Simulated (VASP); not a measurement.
# ZrS2 in VASP: further runs, part 2 of 2

VASP 6.6.1.

## Step 3: Single point, PBE+D3(BJ)

The input, INCAR:

```
PREC = Accurate
ENCUT = 400
EDIFF = 1E-6
ISMEAR = 0
SIGMA = 0.02
LREAL = False
LASPH = True
NELM = 120
ALGO = Normal
ISIF = 2
LWAVE = False
LCHARG = True
LDIPOL = True
IDIPOL = 3
DIPOL = 0.5 0.5 0.500
GGA = PE
IVDW = 12
LELF = True
LVHAR = True
LVACPOTAV = True
NBANDS = 19
GGA_COMPAT = False
NELMDL = -8
```

The input, KPOINTS:

```
regular mesh
0
Gamma
  9 9 1
```

The input, POSCAR:

```
ZrS2
1.0
    3.7220000000      0.0000000000      0.0000000000
   -1.8610000000      3.2233465529      0.0000000000
    0.0000000000      0.0000000000     31.8416303012
S Zr
2 1
Direct
    0.6666666667      0.3333333333      0.4530017783
    0.3333333333      0.6666666667      0.5469982217
    0.0000000000      0.0000000000      0.5000000000
```

Potentials or basis: VASP PAW PBE potentials, release 64 (S, Zr_sv).

On the command line:

```console
cat potpaw_PBE.64/S/POTCAR potpaw_PBE.64/Zr_sv/POTCAR > POTCAR
mpirun -np 1 vasp_std > vasp.out
```

OUTCAR:

```text
PREC = Accurate
   ENCUT = 400
   EDIFF = 1E-6
   ISMEAR = 0
   LREAL = False
   LASPH = True
   NELM = 120
   ISIF = 2
   GGA = PE
   IVDW = 12
   NELMDL = -8
 IVDW          = 12

 ion  position               nearest neighbor table
   1  0.667  0.333  0.453-   3 2.62   3 2.62   3 2.62
   2  0.333  0.667  0.547-   3 2.62   3 2.62   3 2.62
   3  0.000  0.000  0.500-   1 2.62   2 2.62   1 2.62   2 2.62   1 2.62   2 2.62

  LATTYP: Found a hexagonal cell.
 ALAT       =     3.7220000000
 C/A-ratio  =     8.5549785871

  Lattice vectors:

 A1 = (   3.7220000000,   0.0000000000,   0.0000000000)
 A2 = (  -1.8610000000,   3.2233465529,   0.0000000000)
 A3 = (   0.0000000000,   0.0000000000,  31.8416303012)

Analysis of symmetry for initial positions (statically):
=====================================================================
 Subroutine PRICEL returns:
 Original cell was already a primitive cell.

 Routine SETGRP: Setting up the symmetry group for a
 hexagonal supercell.

 Subroutine GETGRP returns: Found 12 space group operations
 (whereof 12 operations were pure point group operations)
 out of a pool of 24 trial point group operations.

The static configuration has the point symmetry D_3d.

Analysis of symmetry for dynamics (positions and initial velocities):
=====================================================================
 Subroutine PRICEL returns:
 Original cell was already a primitive cell.

 Routine SETGRP: Setting up the symmetry group for a
 hexagonal supercell.

 Subroutine GETGRP returns: Found 12 space group operations
 (whereof 12 operations were pure point group operations)
 out of a pool of 24 trial point group operations.

The dynamic configuration has the point symmetry D_3d.

 Subroutine INISYM returns: Found 12 space group operations
 (whereof 12 operations are pure point group operations),
 and found     1 'primitive' translations

----------------------------------------------------------------------------------------

                                     Primitive cell

  volume of cell :     382.0135

  direct lattice vectors                    reciprocal lattice vectors
     3.722000000  0.000000000  0.000000000     0.268672757  0.155118288  0.000000000
    -1.861000000  3.223346553  0.000000000     0.000000000  0.310236577  0.000000000
     0.000000000  0.000000000 31.841630301     0.000000000  0.000000000  0.031405427

  length of vectors
     3.722000000  3.722000000 31.841630301     0.310236577  0.310236577  0.031405427

  position of ions in fractional coordinates (direct lattice)
     0.666666667  0.333333333  0.453001778
     0.333333333  0.666666667  0.546998222
     0.000000000  0.000000000  0.500000000

  ion indices of the primitive-cell ions
   primitive index   ion index
                 1           1
                 2           2
                 3           3

----------------------------------------------------------------------------------------

 KPOINTS: regular mesh

Automatic generation of k-mesh.
 Grid dimensions read from file:
 generate k-points for:    9    9    1

 Generating k-lattice:

  Cartesian coordinates                     Fractional coordinates (reciprocal lattice)
     0.029852529  0.017235365  0.000000000     0.111111111  0.000000000  0.000000000
     0.000000000  0.034470731  0.000000000     0.000000000  0.111111111  0.000000000
     0.000000000  0.000000000  0.031405427     0.000000000  0.000000000  1.000000000

  Length of vectors
     0.034470731  0.034470731  0.031405427

  Shift w.r.t. Gamma in fractional coordinates (k-lattice)
     0.000000000  0.000000000  0.000000000

 Subroutine IBZKPT returns following result:
 ===========================================

 Found     12 irreducible k-points:

 Following reciprocal coordinates:
            Coordinates               Weight
  0.000000  0.000000  0.000000      1.000000
  0.111111 -0.000000  0.000000      6.000000
  0.222222  0.000000  0.000000      6.000000
  0.333333 -0.000000  0.000000      6.000000
  0.444444  0.000000  0.000000      6.000000
  0.111111  0.111111  0.000000      6.000000
  0.222222  0.111111  0.000000     12.000000
  0.333333  0.111111  0.000000     12.000000
  0.444444  0.111111  0.000000      6.000000
  0.222222  0.222222  0.000000      6.000000
  0.333333  0.222222  0.000000     12.000000
  0.333333  0.333333  0.000000      2.000000
   k-points           NKPTS =     12   k-points in BZ     NKDIM =     12   number of bands    NBANDS=     19
   number of dos      NEDOS =    301   number of ions     NIONS =      3
   total plane-waves  NPLWV = 120960
   dimension x,y,z NGX =    24 NGY =   24 NGZ =  210
   dimension x,y,z NGXF=    48 NGYF=   48 NGZF=  420
   ions per type =               2   1
   NGX,Y,Z   is equivalent  to a cutoff of  10.72, 10.72, 10.96 a.u.
   NGXF,Y,Z  is equivalent  to a cutoff of  21.44, 21.44, 21.93 a.u.
 SYSTEM =  unknown system
   PREC   = accura    normal or accurate (medium, high low for compatibility)
   ISTART =      0    job   : 0-new  1-cont  2-samecut
   ICHARG =      2    charge: 1-file 2-atom 10-const
   ISPIN  =      1    spin polarized calculation?
   LNONCOLLINEAR =      F non collinear calculations
   LSORBIT =      F    spin-orbit coupling
   LASPH  =      T    aspherical Exc in radial PAW
   ENCUT  =  400.0 eV  29.40 Ry    5.42 a.u.   6.07  6.07 51.93*2*pi/ulx,y,z
   NELM   =    120;   NELMIN=  2; NELMDL= -8     # of ELM steps
   EDIFF  = 0.1E-05   stopping-criterion for ELM
   LREAL  =      F    real-space projection
[... 7 lines left out ...]
   TEBEG  =    0.0;   TEEND  =   0.0 temperature during run
   PSTRESS=    0.0 pullay stress
   NELECT =      24.0000    total number of electrons
   NUPDOWN=      -1.0000    fix difference up-down
   EMIN   =  10.00;   EMAX   =-10.00  energy-range for DOS
   EFERMI =   0.00;   METHOD = LEGACY
   ISMEAR =     0;   SIGMA  =   0.02  broadening in eV -4-tet -1-fermi 0-gaus
   EFERMI_NEDOS =   21; number of points for ismear=-14 and -15
   IALGO  =     38    algorithm
   IMIX   =      4    mixing-type and parameters
     AMIX     =   0.40;   BMIX     =  1.00
     AMIX_MAG =   1.60;   BMIX_MAG =  1.00
  volume/ion in A,a.u.               =     127.34       859.32
  Fermi-wavevector in a.u.,A,eV,Ry     =   0.650807  1.229847  5.762748  0.423550
  Thomas-Fermi vector in A             =   1.720204
   LORBIT       =      0    0 simple, 1 ext, 2 COOP (PROOUT), +10 PAW based schemes
   GGA     = PE    functional components
   LHFCALC =     F    Hartree Fock is set to
   AEXX    =    0.0000 exact exchange contribution
   IVDW    =    12    specifies the selected vdW correction
   LEPSILON=     F    determine dielectric tensor
   LRPA    =     F    only Hartree local field effects (RPA)
 non-spin polarized calculation
 Gauss-broadening in eV      SIGMA  =   0.02
  energy-cutoff  :      400.00
  volume of cell :      382.01
 maximum number of plane-waves:      7008
   NGX = 13   NGY = 13   NGZ =103

 number of electron      23.9999998 magnetization

 dipolmoment           0.000000      0.000000     -0.000000 electrons x Angstroem

 Free energy of the ion-electron system (eV)
  ---------------------------------------------------
  ext. energy  EPLUGINS =         0.00000000
  ---------------------------------------------------
  free energy    TOTEN  =       -21.38284055 eV

  energy without entropy =      -21.38284055  energy(sigma->0) =      -21.38284055

 E-fermi :  -4.4195     XC(G=0):  -2.0736

 val. band max:       -4.5197345808   @ k =   0.0000   0.0000   0.0000
 cond. band min:      -3.3872843439   @ k =   0.4444   0.0000   0.0000
 fundamental gap:      1.1324502369
 Fermi energy:        -4.4194951089

 k-point     1 :       0.0000    0.0000    0.0000
  band No.  band energies     occupation
      1     -53.5900      2.00000
      2     -31.6033      2.00000
      3     -31.4763      2.00000
      4     -31.4763      2.00000
      5     -16.6842      2.00000
      6     -15.6916      2.00000
[... 11 lines left out ...]
     18       0.8999      0.00000
     19       1.5968      0.00000
[... 221 lines left out ...]
 k-point    12 :       0.3333    0.3333    0.0000
  band No.  band energies     occupation
      1     -53.5734      2.00000
      2     -31.6208      2.00000
      3     -31.6208      2.00000
      4     -31.5526      2.00000
      5     -15.6402      2.00000
      6     -15.6402      2.00000
[... 11 lines left out ...]
     18       3.8428      0.00000
     19       4.3087      0.00000

------------------------ aborting loop because EDIFF is reached ----------------------------------------

 Edisp (eV)   -0.69978

 E8    (eV) :    -0.3176

  FORCE on cell =-STRESS in cart. coord.  units (eV):
  Direction    XX          YY          ZZ          XY          YZ          ZX
  --------------------------------------------------------------------------------------
  -------------------------------------------------------------------------------------
  Total      -2.55624    -2.55624    -2.24887     0.00000     0.00000     0.00000
  in kB     -10.72094   -10.72094    -9.43184     0.00000     0.00000     0.00000
  external pressure =      -10.29 kB  Pullay stress =        0.00 kB

 VOLUME and BASIS-vectors are now :
 -----------------------------------------------------------------------------
  energy-cutoff  :      400.00
  volume of cell :      382.01
      direct lattice vectors                 reciprocal lattice vectors
     3.722000000  0.000000000  0.000000000     0.268672757  0.155118288  0.000000000
    -1.861000000  3.223346553  0.000000000     0.000000000  0.310236577  0.000000000
     0.000000000  0.000000000 31.841630301     0.000000000  0.000000000  0.031405427

 POSITION                                       TOTAL-FORCE (eV/Angst)
 -----------------------------------------------------------------------------------
      1.86100      1.07445     14.42432         0.000000      0.000000      0.737347
     -0.00000      2.14890     17.41732        -0.000000     -0.000000     -0.737347
      0.00000      0.00000     15.92082        -0.000000      0.000000      0.000000
 -----------------------------------------------------------------------------------
    total drift:                                0.000000     -0.000000      0.000000

  FREE ENERGIE OF THE ION-ELECTRON SYSTEM (eV)
  ---------------------------------------------------
  free  energy   TOTEN  =       -22.0826171062 eV

  energy  without entropy=      -22.0826171062  energy(sigma->0) =      -22.08261711

 vacuum level on the upper side and lower side of the slab         1.971         1.971
```

OSZICAR:

```text
N       E                     dE             d eps       ncg     rms          rms(c)
DAV:   1     0.147151563203E+03    0.14715E+03   -0.89356E+03   600   0.741E+02
DAV:   2    -0.438140980841E+01   -0.15153E+03   -0.14707E+03   648   0.182E+02
DAV:   3    -0.230719204738E+02   -0.18691E+02   -0.18646E+02   813   0.608E+01
[... 18 lines left out ...]
DAV:  22    -0.213828310075E+02   -0.84954E-05   -0.20388E-07   477   0.134E-03    0.105E-03
DAV:  23    -0.213828372738E+02   -0.62663E-05   -0.18463E-07   443   0.113E-03    0.824E-04
DAV:  24    -0.213828389603E+02   -0.16865E-05   -0.30243E-08   434   0.520E-04    0.131E-04
DAV:  25    -0.213828402028E+02   -0.12425E-05   -0.29973E-08   429   0.435E-04    0.264E-04
DAV:  26    -0.213828405482E+02   -0.34540E-06   -0.34088E-09   367   0.188E-04
   1 F= -.22082617E+02 E0= -.22082617E+02  d E =-.343197E-14
```

stdout:

```text
POSCAR found type information on POSCAR S Zr
 POSCAR found :  2 types and       3 ions
 scaLAPACK will be used
 LDA part: xc-table for (Slater+PW92), standard interpolation
 POSCAR, INCAR and KPOINTS ok, starting setup
 FFT: planning ... GRIDC
 FFT: planning ... GRID_SOFT
 FFT: planning ... GRID
 WAVECAR not read
 entering main loop
 -----------------------------------------------------------------------------
|                                                                             |
|           W    W    AA    RRRRR   N    N  II  N    N   GGGG   !!!           |
|           W    W   A  A   R    R  NN   N  II  NN   N  G    G  !!!           |
|           W    W  A    A  R    R  N N  N  II  N N  N  G       !!!           |
|           W WW W  AAAAAA  RRRRR   N  N N  II  N  N N  G  GGG   !            |
|           WW  WW  A    A  R   R   N   NN  II  N   NN  G    G                |
|           W    W  A    A  R    R  N    N  II  N    N   GGGG   !!!           |
|                                                                             |
|     Did not find any points to average over, which means that no vacuum     |
|     field-free region was found. Please increase the size of  your cell     |
|     in the dimension of the dipole correction to obtain accurate            |
|     workfunction values.                                                    |
|                                                                             |
 -----------------------------------------------------------------------------
```

Run time: 2.8 min. Hardware: 1 thread of Intel Xeon 8259CL, shared host; peak memory 0.37 GiB.

What came out:

```
Free energy                : -22.0826 eV
Largest force              : 0.737 eV/Å
Band gap on the k mesh     : 1.13 eV (least direct gap 1.67 eV)
Dispersion energy per atom : -0.233 eV
```

Forces in eV/Å, atoms in the order of the input:
```
S    0.000  0.000  0.737
S    0.000  0.000 -0.737
Zr   0.000  0.000  0.000
```
